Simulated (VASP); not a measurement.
**Hf: single point with PBEsol**

Hf:

```
Hf
1.0
     2.86573    0.00000    0.00000
     0.00000    2.86573    0.00000
     0.00000    0.00000    2.86573
Hf
1
Direct
  0.00000 0.00000 0.00000
```

This isn't the form of Hf at room conditions, which is hcp.

```json
{"Program": "VASP 6.6.1", "Task": "single point", "Functional": "PBEsol", "Potentials or basis": "VASP PAW PBE potentials, release 64 (Hf_pv)", "Cutoff": "520 eV", "k mesh": "18 × 18 × 18", "Occupations": "fermi-dirac, width 0.1 eV", "Spin": "no spin polarisation"}
```

```yaml
Pressure: -0.3 GPa
Band_gap_on_the_k_mesh: zero (bands 5 and 6 overlap by 2.38 eV)
```

Levels at points of the mesh, in eV from the Fermi level:
| k point | band 2 | band 3 | band 4 | band 5 | band 6 | band 7 | band 8 | band 9 |
| --- | --- | --- | --- | --- | --- | --- | --- | --- |
| (0.00, 0.00, 0.00) | -29.75 | -29.75 | -6.62 | -1.52 | -1.52 | 6.84 | 6.84 | 6.84 |
| (0.50, 0.00, 0.00) | -29.65 | -29.65 | -3.18 | -0.56 | 0.03 | 3.17 | 3.17 | 7.24 |
| (0.50, 0.50, 0.00) | -30.68 | -29.56 | -3.05 | -0.60 | 3.96 | 3.96 | 4.74 | 4.74 |
| (0.50, 0.50, 0.50) | -30.54 | -30.54 | -1.41 | -1.41 | -1.41 | 6.97 | 9.52 | 9.52 |

It took 22 s on 1 thread of Intel(R) Xeon(R) Platinum 8375C CPU @ 2.90GHz (Ice Lake), on a shared host, peak memory 0.18 GiB.

Caveat: the PAW data sets were made with another functional, which shifts forces and pressure a little; spin-orbit coupling is left out, which moves the levels of the heavy elements.
